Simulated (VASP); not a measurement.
# Si (a cell with a defect) in VASP: single point with LDA

Aim: the single point of Si (a cell with a defect) with LDA.

All numbers are computed with VASP 6.6.1; they aren't measurements. Logs are shortened: lines on timing, memory, paths and dates and some standing lists are left out, and cuts for length are marked.

## (1) The cell of the first run

The cell holds a defect, 63 atoms: a = 10.860 Å, b = 10.860 Å, c = 10.860 Å, α = 90.00°, β = 90.00°, γ = 90.00°.

## (2) Single point, LDA

Input file INCAR:

```
PREC = Accurate
ENCUT = 520
EDIFF = 1E-6
ISMEAR = 0
SIGMA = 0.05
LREAL = Auto
LASPH = True
NELM = 80
ALGO = Normal
ISIF = 2
LWAVE = False
LCHARG = False
NBANDS = 163
NELECT = 250.0
```

Input file KPOINTS:

```
regular mesh
0
Gamma
  1 1 1
```

Input file POSCAR:

```
Si
1.0
   10.8600000000      0.0000000000      0.0000000000
    0.0000000000     10.8600000000      0.0000000000
    0.0000000000      0.0000000000     10.8600000000
Si
63
Direct
    0.5022759669      0.0005451197     -0.0000419890
    0.6239693370      0.1277336096      0.1260782689
    0.7501852670      0.2498848987     -0.0001722836
    0.8723232965      0.3761008287      0.1260892265
    0.7500799263      0.0005202578      0.2477560773
    0.8769077348      0.1231603131      0.3747070902
    0.0014743094     -0.0014174033     -0.0030782689
    0.1231733886      0.1246923573      0.1241143646
    0.2501240331      0.2515050645      0.0014539595
    0.3729904236      0.3829061694      0.1328966851
    0.4986201657      0.5014422652      0.0029492634
    0.6171283610      0.6270752302      0.1329213628
    0.7485427256      0.7499425414      0.0014744015
    0.8753681400      0.8768893186      0.1241235727
    0.2508818600     -0.0003376611      0.2491352670
    0.3751816759      0.1251767035      0.3748420810
    0.4986588398      0.2529512891      0.2513837017
    0.6171923573      0.3828661142      0.3770412523
    0.7471021179      0.5014122468      0.2513929098
    0.8748923573      0.6248849908      0.3748406077
    0.5008852670     -0.0003166667      0.4991703499
    0.6259277164      0.1246898711      0.6268773481
    0.7486140884      0.2514536832      0.4999118785
    0.8753744015      0.3741415285      0.6268825046
    0.7531275322     -0.0014491713      0.7485383978
    0.8752508287      0.1248187845      0.8747618785
   -0.0004857274      0.4977805709     -0.0000419890
    0.1245543278      0.6254866483      0.1249690608
    0.2502570902      0.7498089319     -0.0005297422
    0.3745684162      0.8755123389      0.1249768877
   -0.0004540516      0.2499814917      0.2477491713
    0.1245362799      0.3750338858      0.3754620626
    0.2477001842      0.5126752302      0.2626336096
    0.3128033149      0.6871398711      0.4375762431
    0.4873427256      0.7523702578      0.2626816759
    0.6250305709      0.8755256906      0.3754672192
    0.0083387661     -0.0082821363      0.4975735727
    0.1268197053      0.1217051565      0.6232159300
    0.2502565378      0.2495272560      0.4997619705
    0.3745786372      0.3750142726      0.6254785451
    0.4874350829      0.5126309392      0.5022999079
    0.6250578269      0.6254820442      0.6254735727
    0.7505435543      0.7498112339      0.4997637201
    0.8783523941      0.8732498158      0.6232272560
    0.2524517495     -0.0082199816      0.7417678637
    0.3753186004      0.1232164825      0.8731650092
    0.5022998158      0.2499914365      0.7504940147
    0.6239238490      0.3761359116      0.8777226519
    0.7500704420      0.4977642726      0.7505007366
    0.8768342541      0.6247418969      0.8731825967
    0.0004093002      0.7491801105      0.2491305709
    0.1381297422      0.8619357274      0.3722786372
    0.0003813076      0.4991797422      0.4991710866
    0.1380118785      0.6223464088      0.6120127072
    0.3777281768      0.8620467772      0.6120057090
    0.0015184162      0.2469310313      0.7485253223
    0.1231484346      0.3741630755      0.8746616022
    0.2508689687      0.4991670350      0.7496256906
    0.3751800184      0.6248881215      0.8751203499
    0.5009024862      0.7491922652      0.7496187845
    0.6258970534      0.8769085635      0.8746660221
    0.0082655617      0.7476105893      0.7417793738
    0.1267822284      0.8732765193      0.8717040516
```

Potentials or basis: VASP PAW LDA potentials, release 64 (Si).

The run is started by

```console
$ cat potpaw_LDA.64/Si/POTCAR > POTCAR
$ mpirun -np 1 vasp_gam > vasp.out
```

OUTCAR:

```text
PREC = Accurate
   ENCUT = 520
   EDIFF = 1E-6
   ISMEAR = 0
   LREAL = Auto
   LASPH = True
   NELM = 80
   ISIF = 2
   NELECT = 250.0

 ion  position               nearest neighbor table
   1  0.502  0.001  1.000-  61 2.34   2 2.35  46 2.36  30 2.37
   2  0.624  0.128  0.126-   3 2.35   1 2.35   5 2.35  17 2.36
   3  0.750  0.250  1.000-   4 2.35   2 2.35  48 2.35  26 2.35
   4  0.872  0.376  0.126-   3 2.35  27 2.35  31 2.35  19 2.36
   5  0.750  0.001  0.248-  14 2.34   2 2.35   6 2.36  36 2.37
   6  0.877  0.123  0.375-  31 2.36   5 2.36  23 2.39  37 2.42
[... 25 lines left out ...]
  32  0.125  0.375  0.375-  53 2.33  33 2.35  39 2.35  31 2.37
  33  0.248  0.513  0.263-  28 2.35  32 2.35  10 2.41  34 2.77
  34  0.313  0.687  0.438-  41 2.77  54 2.77  55 2.77  33 2.77  35 2.78  52 2.78
  35  0.487  0.752  0.263-  30 2.35  36 2.35  12 2.41  34 2.78
  36  0.625  0.876  0.375-  21 2.33  35 2.35  43 2.35   5 2.37
  37  0.008  0.992  0.498-  44 2.35  38 2.35  52 2.41   6 2.42
  38  0.127  0.122  0.623-  45 2.35  37 2.35  39 2.35  56 2.36
  39  0.250  0.250  0.500-  16 2.35  38 2.35  40 2.35  32 2.35
  40  0.375  0.375  0.625-  58 2.33  41 2.35  39 2.35  47 2.37
[... 21 lines left out ...]
  62  0.008  0.748  0.742-  44 2.35  63 2.35  54 2.41  50 2.42
  63  0.127  0.873  0.872-  62 2.35  45 2.35  29 2.35   7 2.36

  LATTYP: Found a simple cubic cell.
 ALAT       =    10.8600000000

  Lattice vectors:

 A1 = (  10.8600000000,   0.0000000000,   0.0000000000)
 A2 = (   0.0000000000,  10.8600000000,   0.0000000000)
 A3 = (   0.0000000000,   0.0000000000,  10.8600000000)

Analysis of symmetry for initial positions (statically):
=====================================================================
 Subroutine PRICEL returns:
 Original cell was already a primitive cell.

 Routine SETGRP: Setting up the symmetry group for a
 simple cubic supercell.

 Subroutine GETGRP returns: Found  1 space group operations
 (whereof  1 operations were pure point group operations)
 out of a pool of 48 trial point group operations.

The static configuration has the point symmetry C_1 .

Analysis of symmetry for dynamics (positions and initial velocities):
=====================================================================
 Subroutine PRICEL returns:
 Original cell was already a primitive cell.

 Routine SETGRP: Setting up the symmetry group for a
 simple cubic supercell.

 Subroutine GETGRP returns: Found  1 space group operations
 (whereof  1 operations were pure point group operations)
 out of a pool of 48 trial point group operations.

The dynamic configuration has the point symmetry C_1 .

[... 203 lines left out ...]
   ISYM   =      2    0-nonsym 1-usesym 2-fastsym
   POTIM  = 0.5000    time-step for ionic-motion
   TEBEG  =    0.0;   TEEND  =   0.0 temperature during run
   PSTRESS=    0.0 pullay stress
   NELECT =     250.0000    total number of electrons
   NUPDOWN=      -1.0000    fix difference up-down
   EMIN   =  10.00;   EMAX   =-10.00  energy-range for DOS
   EFERMI =   0.00;   METHOD = LEGACY
   ISMEAR =     0;   SIGMA  =   0.05  broadening in eV -4-tet -1-fermi 0-gaus
   EFERMI_NEDOS =   21; number of points for ismear=-14 and -15
   IALGO  =     38    algorithm
   IMIX   =      4    mixing-type and parameters
     AMIX     =   0.40;   BMIX     =  1.00
     AMIX_MAG =   1.60;   BMIX_MAG =  1.00
  volume/ion in A,a.u.               =      20.33       137.20
  Fermi-wavevector in a.u.,A,eV,Ry     =   0.949639  1.794557 12.269916  0.901813
  Thomas-Fermi vector in A             =   2.077940
   LORBIT       =      0    0 simple, 1 ext, 2 COOP (PROOUT), +10 PAW based schemes
   GGA     = CA    functional components
   LHFCALC =     F    Hartree Fock is set to
   AEXX    =    0.0000 exact exchange contribution
   IVDW    =     0    specifies the selected vdW correction
   LEPSILON=     F    determine dielectric tensor
   LRPA    =     F    only Hartree local field effects (RPA)
 non-spin polarized calculation
 Gauss-broadening in eV      SIGMA  =   0.05
  energy-cutoff  :      520.00
  volume of cell :     1280.82
 maximum number of plane-waves:     17229
 NGX is ok and might be reduce to    84
   NGX = 41   NGY = 41   NGZ = 41

 number of electron     249.9999992 magnetization

 Free energy of the ion-electron system (eV)
  ---------------------------------------------------
  ext. energy  EPLUGINS =         0.00000000
  ---------------------------------------------------
  free energy    TOTEN  =      -377.05181843 eV

  energy without entropy =     -377.05181843  energy(sigma->0) =     -377.05181843

 E-fermi :   5.6550     XC(G=0):  -9.5236

 val. band max:        5.3960342448   @ k =   0.0000   0.0000   0.0000
 cond. band min:       6.0762335558   @ k =   0.0000   0.0000   0.0000
 fundamental gap:      0.6801993109
 Fermi energy:         5.6550401194

 k-point     1 :       0.0000    0.0000    0.0000
  band No.  band energies     occupation
      1      -6.2142      2.00000
      2      -5.1799      2.00000
      3      -5.1799      2.00000
      4      -5.1375      2.00000
      5      -5.1374      2.00000
      6      -5.1061      2.00000
[... 129 lines left out ...]
    136       6.7347      0.00000
    137       6.7708      0.00000
 [bands above 137 left out]

------------------------ aborting loop because EDIFF is reached ----------------------------------------

  FORCE on cell =-STRESS in cart. coord.  units (eV):
  Direction    XX          YY          ZZ          XY          YZ          ZX
  --------------------------------------------------------------------------------------
  -------------------------------------------------------------------------------------
  Total      -37.8772027    -37.8826648    -37.8844495      2.8159790     -2.8119127      2.8123322
  in kB      -47.3804307    -47.3872632    -47.3894957      3.5224961     -3.5174096      3.5179343
  external PRESSURE =     -47.3857299 kB  Pullay stress =       0.0000000 kB

 VOLUME and BASIS-vectors are now :
 -----------------------------------------------------------------------------
  energy-cutoff  :      520.00
  volume of cell :     1280.82
      direct lattice vectors                 reciprocal lattice vectors
    10.860000000  0.000000000  0.000000000     0.092081031  0.000000000  0.000000000
     0.000000000 10.860000000  0.000000000     0.000000000  0.092081031  0.000000000
     0.000000000  0.000000000 10.860000000     0.000000000  0.000000000  0.092081031

 POSITION                                       TOTAL-FORCE (eV/Angst)
 -----------------------------------------------------------------------------------
      5.45472      0.00592     10.85954        -0.002542      0.000295      0.001094
      6.77631      1.38719      1.36921        -0.001993     -0.000154      0.001559
      8.14701      2.71375     10.85813         0.004901     -0.003669     -0.004278
      9.47343      4.08445      1.36933        -0.000210      0.001698      0.000821
      8.14587      0.00565      2.69063        -0.000914      0.000896      0.001910
      9.52322      1.33752      4.06932         0.001093     -0.001677      0.001995
[... 55 lines left out ...]
      0.08976      8.11905      8.05572        -0.002207     -0.001295      0.001569
      1.37686      9.48378      9.46671        -0.001090      0.001513      0.003111
 -----------------------------------------------------------------------------------
    total drift:                                0.014406     -0.018480     -0.014809

  FREE ENERGIE OF THE ION-ELECTRON SYSTEM (eV)
  ---------------------------------------------------
  free  energy   TOTEN  =      -377.0518184251 eV

  energy  without entropy=     -377.0518184251  energy(sigma->0) =     -377.05181843
```

Run time: 4.6 min. Hardware: 1 thread of Intel Xeon Platinum 8259CL at 2.50GHz (Skylake/Cascade Lake), shared host; peak memory 0.67 GiB.

What came out:

```yaml
Free_energy: -377.0518 eV
Largest_force: 0.011 eV/Å
```

Forces in eV/Å, atoms in the order of the input:
```
Si  -0.003  0.000  0.001
Si  -0.002  0.000  0.002
Si   0.005 -0.004 -0.004
Si   0.000  0.002  0.001
Si  -0.001  0.001  0.002
Si   0.001 -0.002  0.002
Si   0.003 -0.003 -0.003
Si  -0.001 -0.001  0.001
Si   0.001 -0.001  0.000
Si   0.001  0.000 -0.001
Si   0.000  0.000  0.001
Si   0.000  0.001 -0.001
Si   0.001 -0.002  0.000
Si   0.001  0.002  0.000
Si  -0.001  0.001  0.001
Si  -0.001 -0.002  0.001
Si   0.000  0.002  0.000
Si   0.001  0.000 -0.002
Si  -0.001  0.000  0.000
Si   0.001  0.001  0.001
Si   0.000  0.002  0.001
Si   0.000 -0.002  0.001
Si   0.000  0.000 -0.001
Si   0.002  0.000 -0.001
Si   0.003 -0.002 -0.003
Si  -0.003  0.003  0.004
Si  -0.001  0.003  0.002
Si   0.002 -0.002 -0.002
Si   0.000 -0.001 -0.002
Si   0.002 -0.002 -0.001
Si  -0.001  0.001  0.003
Si   0.001 -0.002 -0.002
Si   0.005  0.002  0.003
Si   0.000  0.005 -0.009
Si   0.000 -0.007  0.001
Si   0.001 -0.002 -0.001
Si  -0.002  0.002 -0.005
Si  -0.001  0.004  0.002
Si   0.001 -0.002 -0.001
Si   0.003 -0.003 -0.001
Si  -0.005  0.005  0.000
Si   0.003 -0.003 -0.001
Si   0.002 -0.001  0.000
Si  -0.004  0.001  0.002
Si   0.002  0.002  0.002
Si   0.000 -0.002 -0.001
Si  -0.004  0.002  0.002
Si   0.000  0.001  0.000
Si  -0.002  0.004  0.002
Si   0.002  0.001 -0.002
Si  -0.001  0.001  0.001
Si  -0.002  0.002  0.008
Si  -0.003  0.000  0.001
Si   0.004  0.000 -0.003
Si  -0.003 -0.004 -0.003
Si   0.002 -0.003 -0.002
Si   0.000 -0.001 -0.001
Si  -0.001  0.000  0.003
Si  -0.001  0.001 -0.002
Si   0.000  0.001  0.003
Si   0.001  0.000 -0.001
Si  -0.002 -0.001  0.002
Si  -0.001  0.002  0.003
```

Caveat: the k points lie up to 0.58 Å⁻¹ apart; the cell carries a net charge on a neutralising background, which shifts energy and pressure; the cell is charged against a uniform background, so pressure and absolute levels hang on convention.
